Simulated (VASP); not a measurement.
A run of VASP 6.6.1 is set up as follows.

Contents of INCAR:

```
PREC     = Accurate       # precision mode
ENCUT    = 600            # plane-wave cutoff, eV
EDIFF    = 1E-6           # SCF threshold, eV
ISMEAR   = 0              # smearing method
SIGMA    = 0.1            # smearing width, eV
LREAL    = F              # projectors in reciprocal space
LASPH    = T              # aspherical terms in the spheres
NELM     = 80             # most SCF steps
ALGO     = Normal         # electronic algorithm
ISIF     = 3              # what is computed and relaxed
LWAVE    = F              # write WAVECAR
LCHARG   = F              # write CHGCAR
GGA      = PE             # functional
IBRION   = 2              # ionic algorithm
NSW      = 100            # ionic steps
EDIFFG   = -0.002         # ionic threshold
PSTRESS  = 450.0
```

File KPOINTS:

```
regular mesh
0
Gamma
  18 18 18
```

The input POSCAR:

```
Mo
1.0
   -1.5734150000      1.5734150000      1.5734150000
    1.5734150000     -1.5734150000      1.5734150000
    1.5734150000      1.5734150000     -1.5734150000
Mo
1
Direct
    0.0000000000      0.0000000000      0.0000000000
```

Potentials or basis: VASP PAW PBE potentials, release 64 (Mo_sv).

Command:

```console
$ cat potpaw_PBE.64/Mo_sv/POTCAR > POTCAR
$ mpirun -np 1 vasp_std > vasp.out
```

(1) Estimate the relaxed volume.

(2) Estimate the space group after relaxing (to 0.1 Å).

## Answers

(1) 13.88 Å³/atom.

(2) Im-3m (No. 229).

Caveat: the cell is relaxed towards a set pressure, so the run minimises the enthalpy, not the energy.
